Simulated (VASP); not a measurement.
# CsYIr (P-6m2) in VASP: single point with PBE

Aim: the single point of CsYIr with PBE.

All numbers are computed with VASP 6.6.1; they aren't measurements. Logs are shortened: lines on timing, memory, paths and dates and some standing lists are left out, and cuts for length are marked.

**1. The cell of the first run**

It takes space group P-6m2 (No. 187, hexagonal). Conventional cell: a = 4.724 Å, b = 4.724 Å, c = 4.644 Å, α = 90.00°, β = 90.00°, γ = 120.00°. Within 4.8 Å of Cs (site symmetry -6m2) lie 6 Y at 3.58 Å and 6 Ir at 3.58 Å and 8 Cs at 4.64 to 4.72 Å. Y (site symmetry -6m2) has 3 Ir at 2.73 Å and 6 Cs at 3.58 Å within 3.6 Å. Within 3.6 Å of Ir (site symmetry -6m2) lie 3 Y at 2.73 Å and 6 Cs at 3.58 Å.

The cell was generated, and may not be a known phase.

**2. Single point, PBE**

File INCAR:

```
SYSTEM = CsYIr
PREC = Accurate
ENCUT = 520
EDIFF = 1E-7
ISMEAR = 0
SIGMA = 0.1
LREAL = .FALSE.
LASPH = .TRUE.
NELM = 60
ALGO = Normal
ISIF = 2
LWAVE = .FALSE.
LCHARG = .TRUE.
GGA = PE
LELF = .TRUE.
LVHAR = .TRUE.
NBANDS = 22
```

File KPOINTS:

```
regular mesh
0
G
  6 6 4
  0 0 0
```

File POSCAR:

```
CsYIr
1.0
    4.7241512900      0.0000000000      0.0000000000
   -2.3620756500      4.0912350300      0.0000000000
    0.0000000000      0.0000000000      4.6444548900
Cs Y Ir
1 1 1
Direct
    0.0000000000      0.0000000000      0.0000000000
    0.3333333300      0.6666666700      0.5000000000
    0.6666666700      0.3333333300      0.5000000000
```

Potentials or basis: VASP PAW PBE potentials, release 64 (Cs_sv, Y_sv, Ir).

On the command line:

```
> cat potpaw_PBE.64/Cs_sv/POTCAR potpaw_PBE.64/Y_sv/POTCAR potpaw_PBE.64/Ir/POTCAR > POTCAR
> mpirun -np 1 vasp_std > vasp.out
```

OUTCAR:

```text
SYSTEM = CsYIr
   PREC = Accurate
   ENCUT = 520
   EDIFF = 1E-7
   ISMEAR = 0
   LREAL = .FALSE.
   LASPH = .TRUE.
   NELM = 60
   ISIF = 2
   GGA = PE

 ion  position               nearest neighbor table
   1  0.000  0.000  0.000-   2 3.58   2 3.58   2 3.58   2 3.58   2 3.58   2 3.58
   2  0.333  0.667  0.500-   3 2.73   3 2.73   3 2.73   1 3.58   1 3.58   1 3.58   1 3.58   1 3.58
                             1 3.58
   3  0.667  0.333  0.500-   2 2.73   2 2.73   2 2.73

  LATTYP: Found a hexagonal cell.
 ALAT       =     4.7241512900
 C/A-ratio  =     0.9831300068

  Lattice vectors:

 A1 = (   4.7241512900,   0.0000000000,   0.0000000000)
 A2 = (  -2.3620756500,   4.0912350300,   0.0000000000)
 A3 = (   0.0000000000,   0.0000000000,   4.6444548900)

Analysis of symmetry for initial positions (statically):
=====================================================================
 Subroutine PRICEL returns:
 Original cell was already a primitive cell.

 Routine SETGRP: Setting up the symmetry group for a
 hexagonal supercell.

 Subroutine GETGRP returns: Found 12 space group operations
 (whereof 12 operations were pure point group operations)
 out of a pool of 24 trial point group operations.

The static configuration has the point symmetry D_3h.

Analysis of symmetry for dynamics (positions and initial velocities):
=====================================================================
 Subroutine PRICEL returns:
 Original cell was already a primitive cell.

 Routine SETGRP: Setting up the symmetry group for a
 hexagonal supercell.

 Subroutine GETGRP returns: Found 12 space group operations
 (whereof 12 operations were pure point group operations)
 out of a pool of 24 trial point group operations.

The dynamic configuration has the point symmetry D_3h.

 Subroutine INISYM returns: Found 12 space group operations
 (whereof 12 operations are pure point group operations),
 and found     1 'primitive' translations

----------------------------------------------------------------------------------------

                                     Primitive cell

  volume of cell :      89.7662

  direct lattice vectors                    reciprocal lattice vectors
     4.724151290  0.000000000  0.000000000     0.211678234  0.122212485  0.000000000
    -2.362075650  4.091235030  0.000000000     0.000000000  0.244424970  0.000000000
     0.000000000  0.000000000  4.644454890     0.000000000  0.000000000  0.215310521

  length of vectors
     4.724151290  4.724151294  4.644454890     0.244424970  0.244424970  0.215310521

  position of ions in fractional coordinates (direct lattice)
     0.000000000  0.000000000  0.000000000
     0.333333330  0.666666670  0.500000000
     0.666666670  0.333333330  0.500000000

  ion indices of the primitive-cell ions
   primitive index   ion index
                 1           1
                 2           2
                 3           3

----------------------------------------------------------------------------------------

 KPOINTS: regular mesh

Automatic generation of k-mesh.
 Grid dimensions read from file:
 generate k-points for:    6    6    4

 Generating k-lattice:

  Cartesian coordinates                     Fractional coordinates (reciprocal lattice)
     0.035279706  0.020368748  0.000000000     0.166666667  0.000000000  0.000000000
     0.000000000  0.040737495  0.000000000     0.000000000  0.166666667  0.000000000
     0.000000000  0.000000000  0.053827630     0.000000000  0.000000000  0.250000000

  Length of vectors
     0.040737495  0.040737495  0.053827630

  Shift w.r.t. Gamma in fractional coordinates (k-lattice)
     0.000000000  0.000000000  0.000000000

 Subroutine IBZKPT returns following result:
 ===========================================

 Found     21 irreducible k-points:

 Following reciprocal coordinates:
            Coordinates               Weight
  0.000000  0.000000  0.000000      1.000000
  0.166667  0.000000  0.000000      6.000000
  0.333333  0.000000  0.000000      6.000000
  0.500000 -0.000000  0.000000      3.000000
  0.166667  0.166667  0.000000      6.000000
  0.333333  0.166667  0.000000     12.000000
[... 13 lines left out ...]
  0.333333  0.166667  0.500000     12.000000
  0.333333  0.333333  0.500000      2.000000
   k-points           NKPTS =     21   k-points in BZ     NKDIM =     21   number of bands    NBANDS=     22
   number of dos      NEDOS =    301   number of ions     NIONS =      3
   total plane-waves  NPLWV =  46656
   dimension x,y,z NGX =    36 NGY =   36 NGZ =   36
   dimension x,y,z NGXF=    72 NGYF=   72 NGZF=   72
   ions per type =               1   1   1
   NGX,Y,Z   is equivalent  to a cutoff of  12.67, 12.67, 12.89 a.u.
   NGXF,Y,Z  is equivalent  to a cutoff of  25.34, 25.34, 25.77 a.u.
 SYSTEM =  CsYIr
   PREC   = accura    normal or accurate (medium, high low for compatibility)
   ISTART =      0    job   : 0-new  1-cont  2-samecut
   ICHARG =      2    charge: 1-file 2-atom 10-const
   ISPIN  =      1    spin polarized calculation?
   LNONCOLLINEAR =      F non collinear calculations
   LSORBIT =      F    spin-orbit coupling
   LASPH  =      T    aspherical Exc in radial PAW
   ENCUT  =  520.0 eV  38.22 Ry    6.18 a.u.   8.78  8.78  8.64*2*pi/ulx,y,z
   NELM   =     60;   NELMIN=  2; NELMDL= -5     # of ELM steps
   EDIFF  = 0.1E-06   stopping-criterion for ELM
   LREAL  =      F    real-space projection
   EDIFFG = 0.1E-05   stopping-criterion for IOM
   NSW    =      0    number of steps for IOM
   IBRION =     -1    ionic relax: 0-MD 1-quasi-New 2-CG
   NFREE  =      0    steps in history (QN), initial steepest desc. (CG)
   ISIF   =      2    stress and relaxation
   ISYM   =      2    0-nonsym 1-usesym 2-fastsym
   POTIM  = 0.5000    time-step for ionic-motion
   TEBEG  =    0.0;   TEEND  =   0.0 temperature during run
   PSTRESS=    0.0 pullay stress
   NELECT =      29.0000    total number of electrons
   NUPDOWN=      -1.0000    fix difference up-down
   EMIN   =  10.00;   EMAX   =-10.00  energy-range for DOS
   EFERMI =   0.00;   METHOD = LEGACY
   ISMEAR =     0;   SIGMA  =   0.10  broadening in eV -4-tet -1-fermi 0-gaus
   EFERMI_NEDOS =   21; number of points for ismear=-14 and -15
   IALGO  =     38    algorithm
   IMIX   =      4    mixing-type and parameters
     AMIX     =   0.40;   BMIX     =  1.00
     AMIX_MAG =   1.60;   BMIX_MAG =  1.00
  volume/ion in A,a.u.               =      29.92       201.92
  Fermi-wavevector in a.u.,A,eV,Ry     =   1.123319  2.122765 17.168457  1.261846
  Thomas-Fermi vector in A             =   2.259985
   LORBIT       =      0    0 simple, 1 ext, 2 COOP (PROOUT), +10 PAW based schemes
   GGA     = PE    functional components
   LHFCALC =     F    Hartree Fock is set to
   AEXX    =    0.0000 exact exchange contribution
   IVDW    =     0    specifies the selected vdW correction
   LEPSILON=     F    determine dielectric tensor
   LRPA    =     F    only Hartree local field effects (RPA)
 non-spin polarized calculation
 Gauss-broadening in eV      SIGMA  =   0.10
  energy-cutoff  :      520.00
  volume of cell :       89.77
 maximum number of plane-waves:      2440
 NGX is ok and might be reduce to    36
   NGX = 17   NGY = 17   NGZ = 17

 number of electron      29.0000000 magnetization

 Free energy of the ion-electron system (eV)
  ---------------------------------------------------
  ext. energy  EPLUGINS =         0.00000000
  ---------------------------------------------------
  free energy    TOTEN  =       -14.67040669 eV

  energy without entropy =      -14.65400134  energy(sigma->0) =      -14.66220402

 E-fermi :   4.0578     XC(G=0):  -9.7739

 val. band max:        3.9758386154   @ k =   0.1667   0.0000   0.0000
 cond. band min:       4.0679177606   @ k =   0.3333   0.1667   0.2500
 fundamental gap:      0.0920791453
 Fermi energy:         4.0577675474

 k-point     1 :       0.0000    0.0000    0.0000
  band No.  band energies     occupation
      1     -38.9826      2.00000
      2     -19.1179      2.00000
      3     -19.0092      2.00000
      4     -19.0092      2.00000
      5     -18.2653      2.00000
      6      -5.1816      2.00000
[... 14 lines left out ...]
     21       7.4925      0.00000
     22       7.9328      0.00000

 k-point     2 :       0.1667    0.0000    0.0000
  band No.  band energies     occupation
      1     -38.9817      2.00000
      2     -19.1174      2.00000
      3     -19.0336      2.00000
      4     -19.0072      2.00000
      5     -18.2372      2.00000
      6      -5.2403      2.00000
[... 14 lines left out ...]
     21       7.8029      0.00000
     22       7.9097      0.00000

 k-point     3 :       0.3333    0.0000    0.0000
  band No.  band energies     occupation
      1     -38.9799      2.00000
      2     -19.1164      2.00000
      3     -19.0762      2.00000
      4     -19.0031      2.00000
      5     -18.1873      2.00000
      6      -5.5459      2.00000
[... 14 lines left out ...]
     21       8.2845      0.00000
     22       8.3756      0.00000

 k-point     4 :       0.5000   -0.0000    0.0000
  band No.  band energies     occupation
      1     -38.9790      2.00000
      2     -19.1159      2.00000
      3     -19.0951      2.00000
      4     -19.0010      2.00000
      5     -18.1650      2.00000
      6      -5.6756      2.00000
[... 14 lines left out ...]
     21       8.5569      0.00000
     22       8.9979      0.00000

 k-point     5 :       0.1667    0.1667    0.0000
  band No.  band energies     occupation
      1     -38.9803      2.00000
      2     -19.1166      2.00000
      3     -19.0610      2.00000
      4     -19.0095      2.00000
      5     -18.1990      2.00000
      6      -5.4455      2.00000
[... 14 lines left out ...]
     21       8.0221      0.00000
     22       8.4164      0.00000

 k-point     6 :       0.3333    0.1667    0.0000
  band No.  band energies     occupation
      1     -38.9790      2.00000
      2     -19.1159      2.00000
      3     -19.0809      2.00000
      4     -19.0159      2.00000
      5     -18.1646      2.00000
      6      -5.5941      2.00000
[... 14 lines left out ...]
     21       8.4328      0.00000
     22       8.7451      0.00000

 k-point     7 :       0.3333    0.3333    0.0000
  band No.  band energies     occupation
      1     -38.9785      2.00000
      2     -19.1156      2.00000
      3     -19.0642      2.00000
      4     -19.0413      2.00000
      5     -18.1535      2.00000
      6      -5.4757      2.00000
[... 249 lines left out ...]
      6      -5.6690      2.00000
[... 14 lines left out ...]
     21       8.2511      0.00000
     22       8.3061      0.00000

 k-point    18 :       0.5000   -0.0000    0.5000
  band No.  band energies     occupation
      1     -38.9784      2.00000
      2     -19.1479      2.00000
      3     -19.0424      2.00000
      4     -18.9980      2.00000
      5     -18.1960      2.00000
      6      -5.6030      2.00000
[... 14 lines left out ...]
     21       7.2570      0.00000
     22       8.1817      0.00000

 k-point    19 :       0.1667    0.1667    0.5000
  band No.  band energies     occupation
      1     -38.9797      2.00000
      2     -19.1721      2.00000
      3     -19.0276      2.00000
      4     -19.0028      2.00000
      5     -18.1778      2.00000
      6      -5.7065      2.00000
[... 14 lines left out ...]
     21       8.2958      0.00000
     22       8.5994      0.00000

 k-point    20 :       0.3333    0.1667    0.5000
  band No.  band energies     occupation
      1     -38.9784      2.00000
      2     -19.1478      2.00000
      3     -19.0383      2.00000
      4     -19.0021      2.00000
      5     -18.1961      2.00000
      6      -5.6114      2.00000
[... 14 lines left out ...]
     21       7.5241      0.00000
     22       7.8294      0.00000

 k-point    21 :       0.3333    0.3333    0.5000
  band No.  band energies     occupation
      1     -38.9779      2.00000
      2     -19.1394      2.00000
      3     -19.0375      2.00000
      4     -19.0060      2.00000
      5     -18.2025      2.00000
      6      -5.5918      2.00000
[... 14 lines left out ...]
     21       7.3270      0.00000
     22       7.3435      0.00000

------------------------ aborting loop because EDIFF is reached ----------------------------------------

  FORCE on cell =-STRESS in cart. coord.  units (eV):
  Direction    XX          YY          ZZ          XY          YZ          ZX
  --------------------------------------------------------------------------------------
  -------------------------------------------------------------------------------------
  Total        1.1861847      1.1861847      3.9333298     -0.0000000      0.0000000      0.0000000
  in kB       21.1714170     21.1714170     70.2033714     -0.0000000      0.0000000      0.0000000
  external PRESSURE =      37.5154018 kB  Pullay stress =       0.0000000 kB

 VOLUME and BASIS-vectors are now :
 -----------------------------------------------------------------------------
  energy-cutoff  :      520.00
  volume of cell :       89.77
      direct lattice vectors                 reciprocal lattice vectors
     4.724151290  0.000000000  0.000000000     0.211678234  0.122212485  0.000000000
    -2.362075650  4.091235030  0.000000000     0.000000000  0.244424970  0.000000000
     0.000000000  0.000000000  4.644454890     0.000000000  0.000000000  0.215310521

 POSITION                                       TOTAL-FORCE (eV/Angst)
 -----------------------------------------------------------------------------------
      0.00000      0.00000      0.00000         0.000000     -0.000000      0.000000
     -0.00000      2.72749      2.32223         0.000000     -0.000000      0.000000
      2.36208      1.36374      2.32223        -0.000000      0.000000      0.000000
 -----------------------------------------------------------------------------------
    total drift:                                0.000012     -0.000007      0.000000

  FREE ENERGIE OF THE ION-ELECTRON SYSTEM (eV)
  ---------------------------------------------------
  free  energy   TOTEN  =       -14.6704066913 eV

  energy  without entropy=      -14.6540013423  energy(sigma->0) =      -14.66220402
```

Wall time 83 s (1 thread of Intel Xeon 8259CL, shared host); peak memory 0.25 GiB.

Results:

```
Free energy            : -14.6704 eV
Pressure               : 3.8 GPa
Band gap on the k mesh : zero (an odd number of electrons rules out a gap without spin polarisation)
```

Levels at points of the mesh, in eV from the Fermi level:
| k point | band 12 | band 13 | band 14 | band 15 | band 16 | band 17 |
| --- | --- | --- | --- | --- | --- | --- |
| (0.00, 0.00, 0.00) | -1.77 | -1.65 | -1.65 | 0.41 | 0.58 | 0.58 |
| (0.50, 0.00, 0.00) | -2.16 | -1.71 | -1.44 | -0.65 | 0.19 | 0.86 |
| (0.00, 0.00, 0.50) | -1.92 | -1.92 | -0.85 | -0.61 | 0.25 | 0.25 |
| (0.50, 0.00, 0.50) | -1.97 | -1.74 | -0.98 | 0.49 | 1.22 | 2.18 |

Caveat: the cell stands under pressure; spin-orbit coupling is left out, which moves the levels of the heavy elements.

The gap in the log of VASP goes by the Fermi energy; the results here count the filled bands.